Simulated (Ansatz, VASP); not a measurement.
This is a calculation of NaCl for VASP 6.6.1.

Contents of POSCAR:

```
NaCl
1.0
    0.0000000000      2.7940632177      2.7940632177
    2.7940632177      0.0000000000      2.7940632177
    2.7940632177      2.7940632177      0.0000000000
Cl Na
1 1
Direct
    0.5000000000      0.5000000000      0.5000000000
    0.0000000000      0.0000000000      0.0000000000
```

INCAR.step1

```
ALGO = Normal
EDIFF = 1E-5
ENCUT = 520
GGA = PE
ISIF = 2
ISMEAR = -1
LASPH = True
LREAL = False
LWAVE = True
NBANDS = 14
NELM = 60
PREC = Accurate
SIGMA = 0.05
```

The input INCAR.step2:

```
AEXX = 0.25
ALGO = Normal
EDIFF = 1E-6
ENCUT = 520
GGA = PE
HFSCREEN = 0.15
ISIF = 2
ISMEAR = -1
ISTART = 1
LASPH = True
LCHARG = True
LELF = True
LHFCALC = True
LREAL = False
LVHAR = True
LWAVE = False
NBANDS = 14
NELM = 60
PREC = Accurate
PRECFOCK = Normal
SIGMA = 0.05
```

KPOINTS

```
k-points
0
Gamma
  4 4 4
```

Potentials or basis: VASP PAW PBE potentials, release 64 (Cl, Na_pv).

Launch:

```console
$ cat potpaw_PBE.64/Cl/POTCAR potpaw_PBE.64/Na_pv/POTCAR > POTCAR
$ cp INCAR.step1 INCAR
$ mpirun -np 1 vasp_std > vasp.out
$ cp INCAR.step2 INCAR
$ mpirun -np 1 vasp_std > vasp.out
```

Problem. Translate it to Ansatz 0.2.0. Potentials there: Ansatz PAW.

Solution. As run (the cutoff follows the program's own potentials):

Contents of input.yaml:

```yaml
crystal:
  lattice:
    - [0.0, 2.7940632177, 2.7940632177]
    - [2.7940632177, 0.0, 2.7940632177]
    - [2.7940632177, 2.7940632177, 0.0]
  atoms:
    - { symbol: Cl, position: [0.5, 0.5, 0.5] }
    - { symbol: Na, position: [0.0, 0.0, 0.0] }
hamiltonian:
  xc:
    exchange: pbe
    correlation: pbe
    exx: { coeff: 0.25, omega: 0.15 }
  pseudopotentials: { kind: paw }
kpoints:
  mp_grid: { grid: [4, 4, 4] }
scf:
  occupations: { method: fermi_dirac, width: 0.05 }
output:
  forces: true
  stress: true
  eigenvalues: true
```

Potentials or basis: Ansatz PAW.

Run with:

```bash
$ ansatz run input.yaml --threads 2 --pin off --max-ram 5632MiB --backend cpu --events-out ev --progress --plain --runs-dir out
```

Both were run:

|  | VASP | Ansatz | Ansatz less VASP |
| --- | --- | --- | --- |
| gap on the k mesh at the Fermi level (eV) | 6.77 | 6.78 | +0.006 |
| least direct gap on the mesh (eV) | 6.77 | 6.78 | +0.006 |
| pressure (GPa) | 1.0 | 0.9 | -0.02 |

VASP's potentials were made for PBE, not for PBE-based screened hybrid. VASP's potentials hold 14 valence electrons a cell and Ansatz's 16, so a difference there can come from the potentials and not from the codes.

The k mesh is coarse, so the values compare programs but aren't converged.
